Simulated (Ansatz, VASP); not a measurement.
B in VASP and in Ansatz

```
CELL_PARAMETERS angstrom
-1.31514 1.31514 1.31514
1.31514 -1.31514 1.31514
1.31514 1.31514 -1.31514
ATOMIC_POSITIONS crystal
B 0.00000 0.00000 0.00000
```

Alike in both runs: task single point; functional PBEsol; k mesh 10 × 10 × 10; occupations gaussian, width 0.1 eV; no spin polarisation.

|  | VASP | Ansatz |
| --- | --- | --- |
| version | VASP 6.6.1 | Ansatz 0.2.0 |
| potentials or method | VASP PAW PBE potentials, release 64 (B), cutoff 500 eV | scalar-relativistic, plane waves, PAW |
| valence electrons in the cell | 3 | 3 |

|  | VASP | Ansatz | Ansatz less VASP |
| --- | --- | --- | --- |
| gap on the k mesh at the Fermi level (eV) | none | none | - |
| pressure (GPa) | -38.3 | -38.3 | 0.00 |

VASP's potentials were made for PBE, not for PBEsol. A gap of «none» marks a metal or a gap that the smearing closes. Both programs put the cell under strong tension, so it lies far from rest at this level. The functional is the same, so the differences come from potentials, cutoffs and numerics.

Noted on VASP's run: the cell as given lies far from equilibrium.
